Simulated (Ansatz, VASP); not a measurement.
**Hf2S in VASP and in Ansatz**

The input INCAR:

```
SYSTEM = Hf2S
PREC     = Accurate       ! precision mode
ENCUT    = 520            ! plane-wave cutoff, eV
EDIFF    = 1E-7           ! SCF threshold, eV
ISMEAR   = 0              ! smearing method
SIGMA    = 0.1            ! smearing width, eV
LREAL    = .False.        ! projectors in reciprocal space
LASPH    = .True.         ! aspherical terms in the spheres
NELM     = 80             ! most SCF steps
ALGO     = Normal         ! electronic algorithm
ISIF     = 2              ! what is computed and relaxed
LWAVE    = .False.        ! write WAVECAR
LCHARG   = .True.         ! write CHGCAR
GGA      = PS             ! functional
LELF     = .True.         ! ELF
LVHAR    = .True.       
NBANDS   = 35             ! bands
```

Contents of KPOINTS:

```
regular mesh
0
Gamma
  12 12 4
  0 0 0
```

The input POSCAR:

```
Hf2S
1.0
    3.3742737662      0.0000000000      0.0000000000
   -1.6871368831      2.9222068008      0.0000000000
    0.0000000000      0.0000000000     11.7174070300
Hf S
4 2
Direct
    0.6666666667      0.3333333333      0.8998116400
    0.3333333333      0.6666666667      0.3998116400
    0.6666666667      0.3333333333      0.6001883600
    0.3333333333      0.6666666667      0.1001883600
    0.0000000000      0.0000000000      0.7500000000
    0.0000000000      0.0000000000      0.2500000000
```

Input for Ansatz:

```yaml
crystal:
  lattice:
    - [3.3742737662, 0.0, 0.0]
    - [-1.6871368831, 2.9222068008, 0.0]
    - [0.0, 0.0, 11.71740703]
  atoms:
    - { symbol: Hf, position: [0.6666666667, 0.3333333333, 0.89981164] }
    - { symbol: Hf, position: [0.3333333333, 0.6666666667, 0.39981164] }
    - { symbol: Hf, position: [0.6666666667, 0.3333333333, 0.60018836] }
    - { symbol: Hf, position: [0.3333333333, 0.6666666667, 0.10018836] }
    - { symbol: S, position: [0.0, 0.0, 0.75] }
    - { symbol: S, position: [0.0, 0.0, 0.25] }
basis:
  ecutwfc: 460
kpoints:
  mp_grid: { grid: [12, 12, 4] }
hamiltonian:
  xc: pbesol
scf:
  occupations: { method: gaussian, width: 0.1 }
output:
  forces: true
  stress: true
  eigenvalues: true
  write_density: true
  write_potential: true
  elf: true
  volumetric_format: npy
```

Alike in both runs: task single point; functional PBEsol; k mesh 12 × 12 × 4; occupations gaussian, width 0.1 eV; no spin polarisation.

```csv
,VASP,Ansatz
version,VASP 6.6.1,Ansatz 0.2.0
potentials or method,"VASP PAW PBE potentials, release 64 (Hf_pv, S), cutoff 520 eV","scalar-relativistic, plane waves, PAW"
valence electrons in the cell,52,116
```

```csv
,VASP,Ansatz,Ansatz less VASP
gap on the k mesh at the Fermi level (eV),none,none,-
pressure (GPa),-3.3,-2.8,+0.45
"traceless stress, the component that is largest in VASP (GPa)",0.28,0.29,+0.006
rms of the force components (eV/Å),0.095,0.092,-0.0031
```

VASP's potentials were made for PBE, not for PBEsol. Atom by atom the forces differ by 0.003 eV/Å (rms over components). A gap of «none» marks a metal or a gap that the smearing closes. The functional is the same, so the differences come from potentials, cutoffs and numerics. VASP's potentials hold 52 valence electrons a cell and Ansatz's 116, so a difference there can come from the potentials and not from the codes.

Spin-orbit coupling is off throughout.
